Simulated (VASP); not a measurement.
# Al32H (a cell with a defect) in VASP: a series of runs

Runs on Al32H (a cell with a defect). Level: LDA. Tasks: single point.

All numbers are computed with VASP 6.6.1; they aren't measurements. Logs are shortened: lines on timing, memory, paths and dates and some standing lists are left out, and cuts for length are marked.

### 1 The cell of the first run

The cell holds a defect, 33 atoms: a = 8.100 Å, b = 8.100 Å, c = 8.100 Å, α = 90.00°, β = 90.00°, γ = 90.00°.

### 2 Single point, LDA

The input, INCAR:

```
PREC = Accurate ; ENCUT = 520
EDIFF = 1E-7 ; ISMEAR = 0
SIGMA = 0.15 ; LREAL = Auto
LASPH = True ; NELM = 100
ALGO = Normal ; ISIF = 2
LWAVE = False ; LCHARG = False
NBANDS = 70
```

The input, KPOINTS:

```
regular mesh
0
Gamma
  3 3 3
```

The input, POSCAR:

```
Al32H
1.0
    8.1000000000      0.0000000000      0.0000000000
    0.0000000000      8.1000000000      0.0000000000
    0.0000000000      0.0000000000      8.1000000000
Al H
32 1
Direct
    0.5004519304     -0.0009066283      0.0008474630
    0.7492985463      0.2509070568      0.0008431467
    0.7492870837     -0.0009400502      0.2496859647
    0.0022778283      0.0023969037     -0.0004307714
    0.2474721117      0.2475932324     -0.0004424234
    0.4904773116      0.4905724942     -0.0092383766
    0.7592574043      0.7593558705     -0.0091514785
    0.2474064988      0.0024919103      0.2509166471
    0.5004661789      0.2509982545      0.2496788838
    0.7594441753      0.4904727294      0.2597157821
    0.4992056907      0.0024851670      0.5027147506
    0.7505728154      0.2475616894      0.5026873463
    0.7505491235      0.0023988336      0.7478407030
   -0.0010393494      0.5005708185      0.0008308100
    0.2507767602      0.7494155634      0.0008606260
    0.0023536372      0.2475470049      0.2509076951
    0.2508405631      0.5006147178      0.2496656410
    0.4902958054      0.7596245711      0.2597974454
   -0.0001922278     -0.0000591102      0.5002098910
    0.2499447794      0.2500786141      0.5002017530
    0.5004957507      0.5006310105      0.4993170883
    0.7492577849      0.7493921637      0.4993475141
    0.2499291202     -0.0000517778      0.7503293442
    0.4992265852      0.2475833280      0.7478030513
    0.7493236715      0.5005580903      0.7512060391
   -0.0011002020      0.7494336693      0.2496980441
    0.0023408475      0.4993282088      0.5026894464
    0.2474167904      0.7506940527      0.5027111656
   -0.0001817276      0.2500593858      0.7503264031
    0.2474682931      0.4993403862      0.7478093710
    0.5004272727      0.7494535114      0.7512334684
    0.0022847842      0.7506619600      0.7478355672
    0.6247212621      0.6250358682      0.1255826982
```

Potentials or basis: VASP PAW LDA potentials, release 64 (Al, H).

On the command line:

```
$ cat potpaw_LDA.64/Al/POTCAR potpaw_LDA.64/H/POTCAR > POTCAR
$ mpirun -np 1 vasp_std > vasp.out
```

OUTCAR:

```text
PREC = Accurate
   ENCUT = 520
   EDIFF = 1E-7
   ISMEAR = 0
   LREAL = Auto
   LASPH = True
   NELM = 100
   ISIF = 2

 ion  position               nearest neighbor table
   1  0.500  0.999  0.001-   3 2.85  18 2.86   7 2.86  31 2.86  15 2.86   2 2.87   9 2.87  23 2.87
                             5 2.87  24 2.87  13 2.88   8 2.88
   2  0.749  0.251  0.001-   9 2.85  10 2.86   6 2.86  25 2.86  14 2.86   1 2.87   3 2.87  29 2.87
                             4 2.87  13 2.87  24 2.88  16 2.88
   3  0.749  0.999  0.250-   1 2.85  18 2.86   7 2.86  26 2.86  22 2.86   2 2.87   9 2.87  19 2.87
                            12 2.87  16 2.87   4 2.88  11 2.88
   4  0.002  0.002  1.000-   7 2.78   5 2.81   8 2.84  16 2.84  23 2.85  29 2.85  15 2.87   2 2.87
                            26 2.88   3 2.88  13 2.88  32 2.88
   5  0.247  0.248  1.000-   6 2.78   4 2.81   8 2.84  16 2.84  23 2.85  29 2.85   1 2.87  14 2.87
                             9 2.88  17 2.88  30 2.88  24 2.88
   6  0.490  0.491  0.991-  33 1.89  24 2.78  30 2.78   5 2.78  25 2.86  31 2.86   2 2.86   9 2.86
                            17 2.86  15 2.86   7 3.08  10 3.08  18 3.08
   7  0.759  0.759  0.991-  33 1.89  32 2.78  13 2.78   4 2.78  25 2.86  31 2.86  14 2.86  26 2.86
                             3 2.86   1 2.86   6 3.08  10 3.08  18 3.08
   8  0.247  0.002  0.251-  18 2.78  16 2.81   5 2.84   4 2.84  20 2.85  19 2.85  26 2.87   9 2.87
                             1 2.88  15 2.88  28 2.88  11 2.88
   9  0.500  0.251  0.250-   2 2.85  10 2.86   6 2.86  17 2.86  21 2.86   1 2.87   3 2.87  20 2.87
[... 32 lines left out ...]
                            12 2.87  27 2.87  32 2.88  24 2.88
  26  0.999  0.749  0.250-  14 2.85  10 2.86   7 2.86   3 2.86  22 2.86  15 2.87  17 2.87  19 2.87
                            28 2.87   8 2.87   4 2.88  27 2.88
  27  0.002  0.499  0.503-  10 2.78  30 2.81  28 2.84  32 2.84  20 2.85  29 2.85  17 2.87  25 2.87
                            26 2.88  22 2.88  12 2.88  16 2.88
  28  0.247  0.751  0.503-  18 2.78  32 2.81  27 2.84  30 2.84  19 2.85  23 2.85  26 2.87  31 2.87
                            17 2.88  21 2.88  11 2.88   8 2.88
  29  1.000  0.250  0.750-  12 2.85   5 2.85   4 2.85  27 2.85  13 2.85  30 2.85  23 2.87  19 2.87
                            20 2.87  25 2.87  14 2.87   2 2.87
  30  0.247  0.499  0.748-   6 2.78  27 2.81  28 2.84  32 2.84  20 2.85  29 2.85  21 2.87  14 2.87
                            31 2.88  15 2.88   5 2.88  24 2.88
  31  0.500  0.749  0.751-  25 2.85   6 2.86   7 2.86   1 2.86  15 2.86  22 2.87  21 2.87  23 2.87
                            28 2.87  11 2.87  13 2.88  30 2.88
  32  0.002  0.751  0.748-   7 2.78  28 2.81  27 2.84  30 2.84  19 2.85  23 2.85  22 2.87  15 2.87
                            25 2.88  14 2.88   4 2.88  13 2.88
  33  0.625  0.625  0.126-  18 1.89  10 1.89   6 1.89   7 1.89

  LATTYP: Found a simple cubic cell.
 ALAT       =     8.1000000000

  Lattice vectors:

 A1 = (   8.1000000000,   0.0000000000,   0.0000000000)
 A2 = (   0.0000000000,   8.1000000000,   0.0000000000)
 A3 = (   0.0000000000,   0.0000000000,   8.1000000000)

Analysis of symmetry for initial positions (statically):
=====================================================================
 Subroutine PRICEL returns:
 Original cell was already a primitive cell.

 Routine SETGRP: Setting up the symmetry group for a
 simple cubic supercell.

 Subroutine GETGRP returns: Found  1 space group operations
 (whereof  1 operations were pure point group operations)
 out of a pool of 48 trial point group operations.

The static configuration has the point symmetry C_1 .

Analysis of symmetry for dynamics (positions and initial velocities):
=====================================================================
 Subroutine PRICEL returns:
 Original cell was already a primitive cell.

 Routine SETGRP: Setting up the symmetry group for a
 simple cubic supercell.

 Subroutine GETGRP returns: Found  1 space group operations
 (whereof  1 operations were pure point group operations)
 out of a pool of 48 trial point group operations.

The dynamic configuration has the point symmetry C_1 .

 Subroutine INISYM returns: Found  1 space group operations
 (whereof  1 operations are pure point group operations),
 and found     1 'primitive' translations

----------------------------------------------------------------------------------------

                                     Primitive cell

  volume of cell :     531.4410

  direct lattice vectors                    reciprocal lattice vectors
     8.100000000  0.000000000  0.000000000     0.123456790  0.000000000  0.000000000
     0.000000000  8.100000000  0.000000000     0.000000000  0.123456790  0.000000000
     0.000000000  0.000000000  8.100000000     0.000000000  0.000000000  0.123456790

  length of vectors
     8.100000000  8.100000000  8.100000000     0.123456790  0.123456790  0.123456790

[... 91 lines left out ...]

 Subroutine IBZKPT returns following result:
 ===========================================

 Found     14 irreducible k-points:

 Following reciprocal coordinates:
            Coordinates               Weight
  0.000000  0.000000  0.000000      1.000000
  0.333333  0.000000  0.000000      2.000000
  0.000000  0.333333  0.000000      2.000000
  0.000000  0.000000  0.333333      2.000000
  0.333333  0.333333  0.000000      2.000000
  0.000000  0.333333  0.333333      2.000000
  0.333333  0.000000  0.333333      2.000000
 -0.333333  0.333333  0.000000      2.000000
 -0.333333  0.000000  0.333333      2.000000
  0.000000 -0.333333  0.333333      2.000000
  0.333333  0.333333  0.333333      2.000000
 -0.333333  0.333333  0.333333      2.000000
 -0.333333 -0.333333  0.333333      2.000000
  0.333333 -0.333333  0.333333      2.000000
   k-points           NKPTS =     14   k-points in BZ     NKDIM =     14   number of bands    NBANDS=     70
   number of dos      NEDOS =    301   number of ions     NIONS =     33
   total plane-waves  NPLWV = 216000
   dimension x,y,z NGX =    60 NGY =   60 NGZ =   60
   dimension x,y,z NGXF=   120 NGYF=  120 NGZF=  120
   ions per type =              32   1
   NGX,Y,Z   is equivalent  to a cutoff of  12.31, 12.31, 12.31 a.u.
   NGXF,Y,Z  is equivalent  to a cutoff of  24.63, 24.63, 24.63 a.u.
 SYSTEM =  unknown system
   PREC   = accura    normal or accurate (medium, high low for compatibility)
   ISTART =      0    job   : 0-new  1-cont  2-samecut
   ICHARG =      2    charge: 1-file 2-atom 10-const
   ISPIN  =      1    spin polarized calculation?
   LNONCOLLINEAR =      F non collinear calculations
   LSORBIT =      F    spin-orbit coupling
   LASPH  =      T    aspherical Exc in radial PAW
   ENCUT  =  520.0 eV  38.22 Ry    6.18 a.u.  15.06 15.06 15.06*2*pi/ulx,y,z
   NELM   =    100;   NELMIN=  2; NELMDL= -5     # of ELM steps
   EDIFF  = 0.1E-06   stopping-criterion for ELM
   LREAL  =      T    real-space projection
   EDIFFG = 0.1E-05   stopping-criterion for IOM
   NSW    =      0    number of steps for IOM
   IBRION =     -1    ionic relax: 0-MD 1-quasi-New 2-CG
   NFREE  =      0    steps in history (QN), initial steepest desc. (CG)
   ISIF   =      2    stress and relaxation
   ISYM   =      2    0-nonsym 1-usesym 2-fastsym
   POTIM  = 0.5000    time-step for ionic-motion
   TEBEG  =    0.0;   TEEND  =   0.0 temperature during run
   PSTRESS=    0.0 pullay stress
   NELECT =      97.0000    total number of electrons
   NUPDOWN=      -1.0000    fix difference up-down
   EMIN   =  10.00;   EMAX   =-10.00  energy-range for DOS
   EFERMI =   0.00;   METHOD = LEGACY
   ISMEAR =     0;   SIGMA  =   0.15  broadening in eV -4-tet -1-fermi 0-gaus
   EFERMI_NEDOS =   21; number of points for ismear=-14 and -15
   IALGO  =     38    algorithm
   IMIX   =      4    mixing-type and parameters
     AMIX     =   0.40;   BMIX     =  1.00
     AMIX_MAG =   1.60;   BMIX_MAG =  1.00
  volume/ion in A,a.u.               =      16.10       108.68
  Fermi-wavevector in a.u.,A,eV,Ry     =   0.928639  1.754874 11.733269  0.862371
  Thomas-Fermi vector in A             =   2.054837
   LORBIT       =      0    0 simple, 1 ext, 2 COOP (PROOUT), +10 PAW based schemes
   GGA     = CA    functional components
   LHFCALC =     F    Hartree Fock is set to
   AEXX    =    0.0000 exact exchange contribution
   IVDW    =     0    specifies the selected vdW correction
   LEPSILON=     F    determine dielectric tensor
   LRPA    =     F    only Hartree local field effects (RPA)
 non-spin polarized calculation
 Gauss-broadening in eV      SIGMA  =   0.15
  energy-cutoff  :      520.00
  volume of cell :      531.44
 maximum number of plane-waves:     14358
   NGX = 31   NGY = 31   NGZ = 31

 number of electron      96.9999998 magnetization

 Free energy of the ion-electron system (eV)
  ---------------------------------------------------
  ext. energy  EPLUGINS =         0.00000000
  ---------------------------------------------------
  free energy    TOTEN  =      -137.72090577 eV

  energy without entropy =     -137.64026397  energy(sigma->0) =     -137.68058487

 E-fermi :   7.6390     XC(G=0): -10.3409

 val. band max:        7.5079177525   @ k =  -0.3333  -0.3333   0.3333
 cond. band min:       7.6443692874   @ k =   0.0000   0.0000   0.3333
 fundamental gap:      0.1364515349
 Fermi energy:         7.6390096617

 k-point     1 :       0.0000    0.0000    0.0000
  band No.  band energies     occupation
      1      -3.4390      2.00000
      2      -1.7466      2.00000
      3      -1.1062      2.00000
      4      -1.1059      2.00000
      5      -1.1055      2.00000
      6      -1.0981      2.00000
[... 871 lines left out ...]
     59       9.5375      0.00000
     60       9.5379      0.00000
 [bands above 60 left out]

------------------------ aborting loop because EDIFF is reached ----------------------------------------

  FORCE on cell =-STRESS in cart. coord.  units (eV):
  Direction    XX          YY          ZZ          XY          YZ          ZX
  --------------------------------------------------------------------------------------
  -------------------------------------------------------------------------------------
  Total       -9.3253417     -9.3267018     -9.3272810     -0.0075903      0.0033822     -0.0002768
  in kB      -28.1138471    -28.1179477    -28.1196937     -0.0228830      0.0101966     -0.0008345
  external PRESSURE =     -28.1171628 kB  Pullay stress =       0.0000000 kB

 VOLUME and BASIS-vectors are now :
 -----------------------------------------------------------------------------
  energy-cutoff  :      520.00
  volume of cell :      531.44
      direct lattice vectors                 reciprocal lattice vectors
     8.100000000  0.000000000  0.000000000     0.123456790  0.000000000  0.000000000
     0.000000000  8.100000000  0.000000000     0.000000000  0.123456790  0.000000000
     0.000000000  0.000000000  8.100000000     0.000000000  0.000000000  0.123456790

 POSITION                                       TOTAL-FORCE (eV/Angst)
 -----------------------------------------------------------------------------------
      4.05366      8.09266      0.00686        -0.001859      0.002806     -0.002099
      6.06932      2.03235      0.00683         0.001890     -0.002263     -0.002013
      6.06923      8.09239      2.02246         0.001874      0.003450      0.001341
      0.01845      0.01941      8.09651        -0.001825     -0.001112      0.000664
      2.00452      2.00551      8.09642         0.001417      0.001446      0.000630
      3.97287      3.97364      8.02517         0.000216      0.001190      0.002252
[... 25 lines left out ...]
      0.01851      6.08036      6.05747        -0.001861     -0.000681      0.002395
      5.06024      5.06279      1.01722         0.000993     -0.000639     -0.001862
 -----------------------------------------------------------------------------------
    total drift:                                0.007863      0.000213     -0.016770

  FREE ENERGIE OF THE ION-ELECTRON SYSTEM (eV)
  ---------------------------------------------------
  free  energy   TOTEN  =      -137.7209057707 eV

  energy  without entropy=     -137.6402639654  energy(sigma->0) =     -137.68058487
```

Wall time 16 min (1 thread of Oxide Virtual Turin-like, shared host); peak memory 0.53 GiB.

What came out:

```
Free energy            : -137.7209 eV
Pressure               : -2.8 GPa
Largest force          : 0.005 eV/Å
Band gap on the k mesh : zero (an odd number of electrons rules out a gap without spin polarisation)
```

Forces in eV/Å, atoms in the order of the input:
```
Al  -0.002  0.003 -0.002
Al   0.002 -0.002 -0.002
Al   0.002  0.003  0.001
Al  -0.002 -0.001  0.001
Al   0.001  0.001  0.001
Al   0.000  0.001  0.002
Al   0.000  0.001  0.001
Al   0.002 -0.002  0.000
Al  -0.002 -0.004  0.002
Al  -0.003  0.002 -0.001
Al   0.000 -0.002 -0.001
Al   0.000  0.002 -0.001
Al  -0.001 -0.001  0.002
Al   0.003 -0.002 -0.002
Al  -0.003  0.002 -0.002
Al  -0.002  0.002  0.000
Al  -0.004 -0.002  0.002
Al   0.002 -0.002 -0.001
Al   0.001  0.001  0.000
Al   0.000 -0.001  0.000
Al  -0.002 -0.003  0.003
Al   0.003  0.003  0.002
Al   0.000  0.001 -0.001
Al   0.001  0.001  0.002
Al   0.001 -0.001 -0.003
Al   0.004  0.001  0.001
Al  -0.002  0.000 -0.001
Al   0.001  0.000  0.000
Al   0.001 -0.001 -0.001
Al   0.001  0.000  0.003
Al  -0.001  0.001 -0.004
Al  -0.002 -0.001  0.002
H    0.001 -0.001 -0.002
```

(Continued in part 2 of 2.)

The gap in the log of VASP goes by the Fermi energy; the results here count the filled bands.